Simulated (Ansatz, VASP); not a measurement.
This is a calculation of BAs for Ansatz 0.2.0.

File input.yaml:

```yaml
crystal:
  lattice:
    - [2.1132700452, 0.0, 0.0]
    - [0.0, 3.1527598623, 0.0]
    - [0.0, 0.0, 4.9177511239]
  atoms:
    - { symbol: B, position: [0.0, 0.5, 0.0] }
    - { symbol: As, position: [0.5, 0.5, 0.5] }
kpoints:
  mp_grid: { grid: [12, 8, 6] }
scf:
  occupations: { method: fermi_dirac, width: 0.05 }
hamiltonian:
  xc: pbe
  pseudopotentials: { kind: all_electron, lapw: { basis_error: 0.0005 } }
output:
  forces: true
  stress: true
  eigenvalues: true
```

Potentials or basis: all-electron LAPW, scalar-relativistic.

Command:

```sh
$ ansatz run input.yaml --threads 1 --pin off --max-ram 3072MiB --backend cpu --events-out ev --progress --plain --runs-dir out
```

**Question.** Translate it to VASP 6.6.1. Potentials there: VASP PAW PBE potentials, release 64 (B, As).

**Answer.** As run (the cutoff follows the program's own potentials):

The input INCAR:

```
SYSTEM = BAs
PREC = Accurate
ENCUT = 520
EDIFF = 1E-7
ISMEAR = -1
SIGMA = 0.05
LREAL = .False.
LASPH = .True.
NELM = 60
ALGO = Normal
ISIF = 2
LWAVE = .False.
LCHARG = .True.
GGA = PE
LELF = .True.
LVHAR = .True.
NBANDS = 11
```

The input KPOINTS:

```
Automatic mesh
0
Gamma
  12 8 6
  0 0 0
```

POSCAR

```
BAs
1.0
    2.1132700452      0.0000000000      0.0000000000
    0.0000000000      3.1527598623      0.0000000000
    0.0000000000      0.0000000000      4.9177511239
B As
1 1
Direct
    0.0000000000      0.5000000000      0.0000000000
    0.5000000000      0.5000000000      0.5000000000
```

Potentials or basis: VASP PAW PBE potentials, release 64 (B, As).

Command:

```sh
$ cat potpaw_PBE.64/B/POTCAR potpaw_PBE.64/As/POTCAR > POTCAR
$ mpirun -np 1 vasp_std > vasp.out
```

Both were run:

|  | VASP | Ansatz | Ansatz less VASP |
| --- | --- | --- | --- |
| gap on the k mesh at the Fermi level (eV) | none | none | - |
| pressure (GPa) | 7.8 | 7.2 | -0.62 |
| traceless stress, the component that is largest in VASP (GPa) | 26.98 | 25.93 | -1.047 |

A gap of «none» marks a metal or a gap that the smearing closes. Ansatz ran all-electron here, and VASP with PAW potentials.
